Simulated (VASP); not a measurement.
Write the native input for VASP 6.6.1 that does the following.

```yaml
Task: single point
Functional: PBE
Potentials_or_basis: VASP PAW PBE potentials, release 64 (Ti_sv)
Cutoff: 520 eV
k_mesh: 18 × 18 × 18
Occupations: gaussian, width 0.1 eV
Spin: no spin polarisation
Dipole_correction: no
Further_INCAR_settings: ALGO = Normal; EDIFF = 1e-06; NBANDS = 12
```

The structure of Ti lies in POSCAR:

```
Ti
1.0
   -1.6086800379      1.6086800379      1.6086800379
    1.6086800379     -1.6086800379      1.6086800379
    1.6086800379      1.6086800379     -1.6086800379
Ti
1
Direct
    0.0000000000      0.0000000000      0.0000000000
```

One way to write it, as run:

INCAR

```
SYSTEM = Ti
PREC     = Accurate       ! precision mode
ENCUT    = 520            ! plane-wave cutoff, eV
EDIFF    = 1E-6           ! SCF threshold, eV
ISMEAR   = 0              ! smearing method
SIGMA    = 0.1            ! smearing width, eV
LREAL    = .FALSE.        ! projectors in reciprocal space
LASPH    = .TRUE.         ! aspherical terms in the spheres
NELM     = 100            ! most SCF steps
ALGO     = Normal         ! electronic algorithm
ISIF     = 2              ! what is computed and relaxed
LWAVE    = .FALSE.        ! write WAVECAR
LCHARG   = .TRUE.         ! write CHGCAR
GGA      = PE             ! functional
LELF     = .TRUE.         ! ELF
LVHAR    = .TRUE.       
NBANDS   = 12             ! bands
```

KPOINTS

```
regular mesh
0
G
  18 18 18
  0 0 0
```

Potentials or basis: VASP PAW PBE potentials, release 64 (Ti_sv).

Launch:

```sh
$ cat potpaw_PBE.64/Ti_sv/POTCAR > POTCAR
$ mpirun -np 1 vasp_std > vasp.out
```

It gave:

| Item | Value |
| --- | --- |
| Pressure | 3.7 GPa |
| Band gap on the k mesh | zero (band 6 reaches 9.56 eV, above the bottom of band 7 at 7.94 eV) |

It took 11 s on 1 thread of Intel(R) Xeon(R) 6975P-C (Granite Rapids) (shared host), peak memory 0.17 GiB.
